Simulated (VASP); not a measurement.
Set up this calculation in VASP 6.6.1, as the native input.

| Quantity | Value |
| --- | --- |
| Task | single point |
| Functional | LDA |
| Potentials or basis | VASP PAW LDA potentials, release 64 (Sr_sv) |
| Cutoff | 520 eV |
| k mesh | 9 × 9 × 3 |
| Occupations | fermi-dirac, width 0.1 eV |
| Spin | no spin polarisation |
| Dipole correction | no |
| Further INCAR settings | ALGO = Normal; EDIFF = 1e-06; NBANDS = 28 |

The structure of Sr lies in POSCAR:

```
Sr
1.0
    4.1028774951      0.0000000000      0.0000000000
   -2.0514387475      3.5531961394      0.0000000000
    0.0000000000      0.0000000000     13.4207405108
Sr
4
Direct
    0.0000000000      0.0000000000      1.0000000000
    0.0000000000      0.0000000000      0.5000000000
    0.3333333333      0.6666666667      0.2500000000
    0.6666666667      0.3333333333      0.7500000000
```

The input as run:

INCAR

```
PREC = Accurate
ENCUT = 520
EDIFF = 1E-6
ISMEAR = -1
SIGMA = 0.1
LREAL = F
LASPH = T
NELM = 80
ALGO = Normal
ISIF = 2
LWAVE = F
LCHARG = F
GGA = CA
NBANDS = 28
```

KPOINTS

```
Automatic mesh
0
Gamma
  9 9 3
```

Potentials or basis: VASP PAW LDA potentials, release 64 (Sr_sv).

The run is started by

```console
$ cat potpaw_LDA.64/Sr_sv/POTCAR > POTCAR
$ mpirun -np 1 vasp_std > vasp.out
```

It gave:

The pressure is 0.0 GPa and the band gap on the k mesh is zero (band 20 reaches 1.98 eV, above the bottom of band 21 at 1.84 eV).

It took 74 s on 1 thread of Intel(R) Xeon(R) Platinum 8488C (Sapphire Rapids), on a shared host, peak memory 0.29 GiB.
